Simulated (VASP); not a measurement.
# Ti in VASP: a series of runs

The runs below take Ti through electric field gradients, with PBE.

Program: VASP 6.6.1. These are calculated values, not measurements. Logs are shortened: lines on timing, memory, paths and dates and some standing lists are left out, and cuts for length are marked.

**1. The cell of the first run**

The structure is cubic, space group Fm-3m (No. 225). Conventional cell: a = 4.140 Å, b = 4.140 Å, c = 4.140 Å, α = 90.00°, β = 90.00°, γ = 90.00°. Ti (site symmetry m-3m) has 12 Ti at 2.93 Å within 3.9 Å.

**2. Electric field gradients, PBE (volume scaled by 1.06)**

The input, INCAR:

```
SYSTEM = Ti
PREC = Accurate ; ENCUT = 520
EDIFF = 1E-8 ; ISMEAR = -1
SIGMA = 0.05 ; LREAL = .False.
LASPH = .True. ; NELM = 60
ALGO = Normal ; ISIF = 2
LWAVE = .False. ; LCHARG = .False.
GGA = PE ; LEFG = .True.
NBANDS = 12
```

The input, KPOINTS:

```
regular mesh
0
Gamma
  14 14 14
  0 0 0
```

The input, POSCAR:

```
Ti
1.0
    0.0000000000      2.0698140295      2.0698140295
    2.0698140295      0.0000000000      2.0698140295
    2.0698140295      2.0698140295      0.0000000000
Ti
1
Direct
    0.0000000000      0.0000000000      0.0000000000
```

Potentials or basis: VASP PAW PBE potentials, release 64 (Ti_sv).

Launch:

```console
> cat potpaw_PBE.64/Ti_sv/POTCAR > POTCAR
> mpirun -np 1 vasp_std > vasp.out
```

OUTCAR:

```text
SYSTEM = Ti
   PREC = Accurate
   ENCUT = 520
   EDIFF = 1E-8
   ISMEAR = -1
   LREAL = .False.
   LASPH = .True.
   NELM = 60
   ISIF = 2
   GGA = PE

 ion  position               nearest neighbor table
   1  0.000  0.000  0.000-

  LATTYP: Found a face centered cubic cell.
 ALAT       =     4.1396280590

  Lattice vectors:

 A1 = (   0.0000000000,   2.0698140295,   2.0698140295)
 A2 = (   2.0698140295,   0.0000000000,   2.0698140295)
 A3 = (   2.0698140295,   2.0698140295,   0.0000000000)

Analysis of symmetry for initial positions (statically):
=====================================================================
 Subroutine PRICEL returns:
 Original cell was already a primitive cell.

 Routine SETGRP: Setting up the symmetry group for a
 face centered cubic supercell.

 Subroutine GETGRP returns: Found 48 space group operations
 (whereof 48 operations were pure point group operations)
 out of a pool of 48 trial point group operations.

The static configuration has the point symmetry O_h .

Analysis of symmetry for dynamics (positions and initial velocities):
=====================================================================
 Subroutine PRICEL returns:
 Original cell was already a primitive cell.

 Routine SETGRP: Setting up the symmetry group for a
 face centered cubic supercell.

 Subroutine GETGRP returns: Found 48 space group operations
 (whereof 48 operations were pure point group operations)
 out of a pool of 48 trial point group operations.

The dynamic configuration has the point symmetry O_h .

 Subroutine INISYM returns: Found 48 space group operations
 (whereof 48 operations are pure point group operations),
 and found     1 'primitive' translations

----------------------------------------------------------------------------------------

                                     Primitive cell

  volume of cell :      17.7347

  direct lattice vectors                    reciprocal lattice vectors
     0.000000000  2.069814029  2.069814029    -0.241567596  0.241567596  0.241567596
     2.069814029  0.000000000  2.069814029     0.241567596 -0.241567596  0.241567596
     2.069814029  2.069814029  0.000000000     0.241567596  0.241567596 -0.241567596

  length of vectors
[... 121 lines left out ...]
  ---------------------------------------------------
  ext. energy  EPLUGINS =         0.00000000
  ---------------------------------------------------
  free energy    TOTEN  =        -7.78174721 eV

  energy without entropy =       -7.76610346  energy(sigma->0) =       -7.77392534

 E-fermi :   7.9980     XC(G=0): -11.4014

 val. band max:        7.9969924985   @ k =   0.2857   0.0000   0.0000
 cond. band min:       8.0060726225   @ k =  -0.2857   0.5000   0.2143
 fundamental gap:      0.0090801241
 Fermi energy:         7.9979689951

 k-point     1 :       0.0000    0.0000    0.0000
  band No.  band energies     occupation
      1     -48.7496      2.00000
      2     -24.6319      2.00000
      3     -24.6319      2.00000
      4     -24.6319      2.00000
      5       1.9549      2.00000
      6       8.8595      0.00000
      7       8.8595      0.00000
      8       8.8595      0.00000
      9      10.4439      0.00000
     10      10.4439      0.00000
     11      23.1300      0.00000
     12      27.5043      0.00000
[... 331 lines left out ...]
 k-point    24 :       0.2857    0.1429    0.0000
  band No.  band energies     occupation
      1     -48.6834      2.00000
      2     -24.9438      2.00000
      3     -24.7145      2.00000
      4     -24.7083      2.00000
      5       4.0450      2.00000
      6       7.7563      1.98422
      7       9.0033      0.00000
      8       9.4788      0.00000
      9      10.2066      0.00000
     10      10.9231      0.00000
     11      21.3198      0.00000
     12      23.8609      0.00000

 [... further k-points ...]
[... 5 lines left out ...]
  --------------------------------------------------------------------------------------
  -------------------------------------------------------------------------------------
  Total       -0.2480603     -0.2480603     -0.2480603      0.0000000      0.0000000      0.0000000
  in kB      -22.4101082    -22.4101082    -22.4101082      0.0000000      0.0000000      0.0000000
  external PRESSURE =     -22.4101082 kB  Pullay stress =       0.0000000 kB

 VOLUME and BASIS-vectors are now :
 -----------------------------------------------------------------------------
  energy-cutoff  :      520.00
  volume of cell :       17.73
      direct lattice vectors                 reciprocal lattice vectors
     0.000000000  2.069814029  2.069814029    -0.241567596  0.241567596  0.241567596
     2.069814029  0.000000000  2.069814029     0.241567596 -0.241567596  0.241567596
     2.069814029  2.069814029  0.000000000     0.241567596  0.241567596 -0.241567596

 POSITION                                       TOTAL-FORCE (eV/Angst)
 -----------------------------------------------------------------------------------
      0.00000      0.00000      0.00000         0.000000      0.000000      0.000000
 -----------------------------------------------------------------------------------
    total drift:                                0.000000      0.000000      0.000000

  FREE ENERGIE OF THE ION-ELECTRON SYSTEM (eV)
  ---------------------------------------------------
  free  energy   TOTEN  =        -7.7817472133 eV

  energy  without entropy=       -7.7661034609  energy(sigma->0) =       -7.77392534

 Electric field gradients (V/A^2)
---------------------------------------------------------------------
 ion       V_xx      V_yy      V_zz      V_xy      V_xz      V_yz
---------------------------------------------------------------------
   1      -0.000     0.000    -0.000     0.000     0.000     0.000
---------------------------------------------------------------------

 Electric field gradients after diagonalization (V/A^2)
 (convention: |V_zz| > |V_xx| > |V_yy|)
----------------------------------------------------------------------
 ion       V_xx      V_yy      V_zz     asymmetry (V_yy - V_xx)/ V_zz
----------------------------------------------------------------------
   1      -0.000    -0.000     0.001       0.000
----------------------------------------------------------------------

           NMR quadrupolar parameters

 Cq : quadrupolar parameter    Cq=e*Q*V_zz/h
 eta: asymmetry parameters     (V_yy - V_xx)/ V_zz
 Q  : nuclear electric quadrupole moment in mb (millibarn)
----------------------------------------------------------------------
 ion       Cq(MHz)       eta       Q (mb)
----------------------------------------------------------------------
   1       0.000       0.000       1.000
----------------------------------------------------------------------
```

OSZICAR:

```text
N       E                     dE             d eps       ncg     rms          rms(c)
DAV:   1     0.871688185343E+02    0.87169E+02   -0.64974E+03  2504   0.120E+03
DAV:   2    -0.439500129864E+01   -0.91564E+02   -0.89120E+02  2532   0.294E+02
DAV:   3    -0.873851225559E+01   -0.43435E+01   -0.42969E+01  3532   0.654E+01
DAV:   4    -0.883262974642E+01   -0.94117E-01   -0.94049E-01  2852   0.832E+00
DAV:   5    -0.883509294075E+01   -0.24632E-02   -0.24631E-02  3008   0.116E+00    0.816E+00
DAV:   6    -0.778853367521E+01    0.10466E+01   -0.21448E+00  2700   0.218E+01    0.211E+00
DAV:   7    -0.777336345968E+01    0.15170E-01   -0.10584E-01  3048   0.370E+00    0.127E+00
DAV:   8    -0.778155110426E+01   -0.81876E-02   -0.36987E-02  2624   0.252E+00    0.180E-01
DAV:   9    -0.778173960644E+01   -0.18850E-03   -0.44952E-03  3188   0.798E-01    0.833E-02
DAV:  10    -0.778176872663E+01   -0.29120E-04   -0.24831E-04  2672   0.189E-01    0.226E-02
DAV:  11    -0.778174768918E+01    0.21037E-04   -0.22013E-05  3032   0.589E-02    0.980E-03
DAV:  12    -0.778174687879E+01    0.81039E-06   -0.16540E-06  2760   0.174E-02    0.324E-03
DAV:  13    -0.778174731955E+01   -0.44076E-06   -0.70624E-07  3144   0.822E-03    0.172E-03
DAV:  14    -0.778174725488E+01    0.64671E-07   -0.40827E-08  2664   0.225E-03    0.965E-04
DAV:  15    -0.778174720486E+01    0.50023E-07   -0.21210E-08  2804   0.172E-03    0.486E-05
DAV:  16    -0.778174721328E+01   -0.84278E-08   -0.52052E-10  1396   0.242E-04
   1 F= -.77817472E+01 E0= -.77739253E+01  d E =-.156438E-01
```

stdout:

```text
POSCAR found type information on POSCAR Ti
 POSCAR found :  1 types and       1 ions
 scaLAPACK will be used
 LDA part: xc-table for (Slater+PW92), standard interpolation
 POSCAR, INCAR and KPOINTS ok, starting setup
 FFT: planning ... GRIDC
 FFT: planning ... GRID_SOFT
 FFT: planning ... GRID
 WAVECAR not read
 entering main loop
ion   1
```

Run time: 16 s. Hardware: 1 thread of Intel Xeon Platinum 8375C at 2.90GHz (Ice Lake), shared host; peak memory 0.15 GiB.

What came out:

```
Free energy            : -7.7817 eV
Pressure               : -2.2 GPa
Band gap on the k mesh : zero (band 6 reaches 8.86 eV, above the bottom of band 7 at 7.62 eV)
```

Levels at points of the mesh, in eV from the Fermi level:
```tsv
k point	band 2	band 3	band 4	band 5	band 6	band 7	band 8	band 9	band 10	band 11
(0.00, 0.00, 0.00)	-32.63	-32.63	-32.63	-6.04	0.86	0.86	0.86	2.45	2.45	15.13
(0.50, 0.00, 0.00)	-33.25	-32.71	-32.71	-2.54	0.59	0.75	0.75	3.48	3.48	7.95
(0.50, 0.50, 0.00)	-33.21	-32.85	-32.85	-2.50	-1.65	2.75	3.48	3.74	3.74	10.30
```

Caveat: without QUAD_EFG the Cq values of the log hold for a quadrupole moment of 1 mb, not for the nuclei.

**3. Electric field gradients, PBE (z stretched by +1 % at fixed volume)**

The input, INCAR:

```
SYSTEM = Ti
PREC = Accurate
ENCUT = 520
EDIFF = 1E-8
ISMEAR = -1
SIGMA = 0.05
LREAL = .False.
LASPH = .True.
NELM = 100
ALGO = Normal
ISIF = 2
LWAVE = .False.
LCHARG = .False.
GGA = PE
LEFG = .True.
NBANDS = 12
```

KPOINTS is that of step 2.

The input, POSCAR:

```
Ti
1.0
    0.0000000000      2.0199254961      2.0503000000
    2.0199254961      0.0000000000      2.0503000000
    2.0199254961      2.0199254961      0.0000000000
Ti
1
Direct
    0.0000000000      0.0000000000      0.0000000000
```

Potentials or basis: VASP PAW PBE potentials, release 64 (Ti_sv).

Launch:

```console
> cat potpaw_PBE.64/Ti_sv/POTCAR > POTCAR
> mpirun -np 1 vasp_std > vasp.out
```

OUTCAR:

```text
SYSTEM = Ti
   PREC = Accurate
   ENCUT = 520
   EDIFF = 1E-8
   ISMEAR = -1
   LREAL = .False.
   LASPH = .True.
   NELM = 100
   ISIF = 2
   GGA = PE

 ion  position               nearest neighbor table
   1  0.000  0.000  0.000-

  LATTYP: Found a body centered tetragonal cell.
 ALAT       =     2.8566060316
 C/A-ratio  =     1.4354797108

  Lattice vectors:

 A1 = (  -2.0199254961,   0.0000000000,   2.0503000000)
 A2 = (   2.0199254961,   0.0000000000,   2.0503000000)
 A3 = (   0.0000000000,   2.0199254961,  -2.0503000000)

Analysis of symmetry for initial positions (statically):
=====================================================================
 Subroutine PRICEL returns:
 Original cell was already a primitive cell.

 Routine SETGRP: Setting up the symmetry group for a
 body centered tetragonal supercell.

 Subroutine GETGRP returns: Found 16 space group operations
 (whereof 16 operations were pure point group operations)
 out of a pool of 16 trial point group operations.

The static configuration has the point symmetry D_4h.

Analysis of symmetry for dynamics (positions and initial velocities):
=====================================================================
 Subroutine PRICEL returns:
 Original cell was already a primitive cell.

 Routine SETGRP: Setting up the symmetry group for a
 body centered tetragonal supercell.

 Subroutine GETGRP returns: Found 16 space group operations
 (whereof 16 operations were pure point group operations)
 out of a pool of 16 trial point group operations.

The dynamic configuration has the point symmetry D_4h.

 Subroutine INISYM returns: Found 16 space group operations
 (whereof 16 operations are pure point group operations),
 and found     1 'primitive' translations

----------------------------------------------------------------------------------------

                                     Primitive cell

  volume of cell :      16.7309

  direct lattice vectors                    reciprocal lattice vectors
     0.000000000  2.019925496  2.050300000    -0.247533882  0.247533882  0.243866751
     2.019925496  0.000000000  2.050300000     0.247533882 -0.247533882  0.243866751
     2.019925496  2.019925496  0.000000000     0.247533882  0.247533882 -0.243866751

  length of vectors
     2.878164189  2.878164189  2.856606032     0.426634549  0.426634549  0.426634549

  position of ions in fractional coordinates (direct lattice)
     0.000000000  0.000000000  0.000000000

  ion indices of the primitive-cell ions
   primitive index   ion index
                 1           1

----------------------------------------------------------------------------------------

 KPOINTS: regular mesh

Automatic generation of k-mesh.
 Grid dimensions read from file:
 generate k-points for:   14   14   14

 Generating k-lattice:

  Cartesian coordinates                     Fractional coordinates (reciprocal lattice)
    -0.017680992  0.017680992  0.017419054     0.071428571  0.000000000  0.000000000
     0.017680992 -0.017680992  0.017419054     0.000000000  0.071428571  0.000000000
[... 68 lines left out ...]
   PSTRESS=    0.0 pullay stress
   NELECT =      12.0000    total number of electrons
   NUPDOWN=      -1.0000    fix difference up-down
   EMIN   =  10.00;   EMAX   =-10.00  energy-range for DOS
   EFERMI =   0.00;   METHOD = LEGACY
   ISMEAR =    -1;   SIGMA  =   0.05  broadening in eV -4-tet -1-fermi 0-gaus
   EFERMI_NEDOS =   21; number of points for ismear=-14 and -15
   IALGO  =     38    algorithm
   IMIX   =      4    mixing-type and parameters
     AMIX     =   0.40;   BMIX     =  1.00
     AMIX_MAG =   1.60;   BMIX_MAG =  1.00
  volume/ion in A,a.u.               =      16.73       112.91
  Fermi-wavevector in a.u.,A,eV,Ry     =   1.465421  2.769245 29.217967  2.147460
  Thomas-Fermi vector in A             =   2.581280
   LORBIT       =      0    0 simple, 1 ext, 2 COOP (PROOUT), +10 PAW based schemes
   GGA     = PE    functional components
   LHFCALC =     F    Hartree Fock is set to
   AEXX    =    0.0000 exact exchange contribution
   IVDW    =     0    specifies the selected vdW correction
   LEPSILON=     F    determine dielectric tensor
   LRPA    =     F    only Hartree local field effects (RPA)
 non-spin polarized calculation
  energy-cutoff  :      520.00
  volume of cell :       16.73
 maximum number of plane-waves:       464
 NGX is ok and might be reduce to    24
   NGX = 11   NGY = 11   NGZ = 11

 number of electron      12.0000002 magnetization

 Free energy of the ion-electron system (eV)
  ---------------------------------------------------
  ext. energy  EPLUGINS =         0.00000000
  ---------------------------------------------------
  free energy    TOTEN  =        -7.77609534 eV

  energy without entropy =       -7.76146136  energy(sigma->0) =       -7.76877835

 E-fermi :   8.6198     XC(G=0): -11.6759

 val. band max:        8.6186636960   @ k =   0.2857   0.0000   0.0000
 cond. band min:       8.6214456694   @ k =  -0.2857   0.3571   0.2143
 fundamental gap:      0.0027819734
 Fermi energy:         8.6197543610

 k-point     1 :       0.0000    0.0000    0.0000
  band No.  band energies     occupation
      1     -48.0246      2.00000
      2     -23.8398      2.00000
      3     -23.8375      2.00000
      4     -23.8375      2.00000
      5       2.4395      2.00000
      6       9.4395      0.00000
      7       9.5629      0.00000
      8       9.5629      0.00000
      9      11.1638      0.00000
     10      11.3071      0.00000
     11      24.0810      0.00000
     12      28.4907      0.00000
[... 331 lines left out ...]
 k-point    24 :       0.2857    0.1429    0.0000
  band No.  band energies     occupation
      1     -47.9423      2.00000
      2     -24.2126      2.00000
      3     -23.9318      2.00000
      4     -23.9313      2.00000
      5       4.5956      2.00000
      6       8.3179      1.99523
      7       9.6082      0.00000
      8      10.2470      0.00000
      9      10.9850      0.00000
     10      11.7790      0.00000
     11      22.6252      0.00000
     12      24.9955      0.00000

 [... further k-points ...]
[... 5 lines left out ...]
  --------------------------------------------------------------------------------------
  -------------------------------------------------------------------------------------
  Total        0.4440053      0.4440053      0.4023440      0.0000000      0.0000000      0.0000000
  in kB       42.5187669     42.5187669     38.5292053      0.0000000      0.0000000      0.0000000
  external PRESSURE =      41.1889130 kB  Pullay stress =       0.0000000 kB

 VOLUME and BASIS-vectors are now :
 -----------------------------------------------------------------------------
  energy-cutoff  :      520.00
  volume of cell :       16.73
      direct lattice vectors                 reciprocal lattice vectors
     0.000000000  2.019925496  2.050300000    -0.247533882  0.247533882  0.243866751
     2.019925496  0.000000000  2.050300000     0.247533882 -0.247533882  0.243866751
     2.019925496  2.019925496  0.000000000     0.247533882  0.247533882 -0.243866751

 POSITION                                       TOTAL-FORCE (eV/Angst)
 -----------------------------------------------------------------------------------
      0.00000      0.00000      0.00000         0.000000     -0.000000      0.000000
 -----------------------------------------------------------------------------------
    total drift:                               -0.000000     -0.000000     -0.000000

  FREE ENERGIE OF THE ION-ELECTRON SYSTEM (eV)
  ---------------------------------------------------
  free  energy   TOTEN  =        -7.7760953373 eV

  energy  without entropy=       -7.7614613563  energy(sigma->0) =       -7.76877835

 Electric field gradients (V/A^2)
---------------------------------------------------------------------
 ion       V_xx      V_yy      V_zz      V_xy      V_xz      V_yz
---------------------------------------------------------------------
   1       0.919     0.919    -1.838    -0.001    -0.000    -0.000
---------------------------------------------------------------------

 Electric field gradients after diagonalization (V/A^2)
 (convention: |V_zz| > |V_xx| > |V_yy|)
----------------------------------------------------------------------
 ion       V_xx      V_yy      V_zz     asymmetry (V_yy - V_xx)/ V_zz
----------------------------------------------------------------------
   1       0.920     0.918    -1.838       0.001
----------------------------------------------------------------------

           NMR quadrupolar parameters

 Cq : quadrupolar parameter    Cq=e*Q*V_zz/h
 eta: asymmetry parameters     (V_yy - V_xx)/ V_zz
 Q  : nuclear electric quadrupole moment in mb (millibarn)
----------------------------------------------------------------------
 ion       Cq(MHz)       eta       Q (mb)
----------------------------------------------------------------------
   1      -0.004       0.001       1.000
----------------------------------------------------------------------
```

stdout:

```text
POSCAR found type information on POSCAR Ti
 POSCAR found :  1 types and       1 ions
 scaLAPACK will be used
 LDA part: xc-table for (Slater+PW92), standard interpolation
 POSCAR, INCAR and KPOINTS ok, starting setup
 FFT: planning ... GRIDC
 FFT: planning ... GRID_SOFT
 FFT: planning ... GRID
 WAVECAR not read
 entering main loop
ion   1
```

It took 2.9 min on 1 thread of AMD EPYC 7R13, shared host; peak memory 0.14 GiB.

Results:

| Item | Value |
| --- | --- |
| Free energy | -7.7761 eV |
| Pressure | 4.1 GPa |
| Band gap on the k mesh | zero (band 6 reaches 9.44 eV, above the bottom of band 7 at 8.17 eV) |

Stress tensor (GPa, compression positive):
```
4.25 0.00 0.00
0.00 4.25 0.00
0.00 0.00 3.85
```

Levels at points of the mesh, in eV from the Fermi level:
```csv
k point,band 4,band 5,band 6,band 7,band 8,band 9
"(0.00, 0.00, 0.00)",-32.46,-6.18,0.82,0.94,0.94,2.54
"(0.50, 0.00, 0.00)",-32.55,-2.67,0.71,0.73,0.85,3.71
"(0.50, 0.50, 0.00)",-32.71,-2.70,-1.78,2.83,3.74,4.03
"(0.50, 0.00, 0.50)",-32.72,-2.70,-1.82,3.11,3.73,3.99
```

Electric field gradients, principal values (V/Å²):
```csv
atom,least,middle,greatest (by size)
1 Ti,0.918,0.920,-1.838
```

Caveat: without QUAD_EFG the Cq values of the log hold for a quadrupole moment of 1 mb, not for the nuclei.
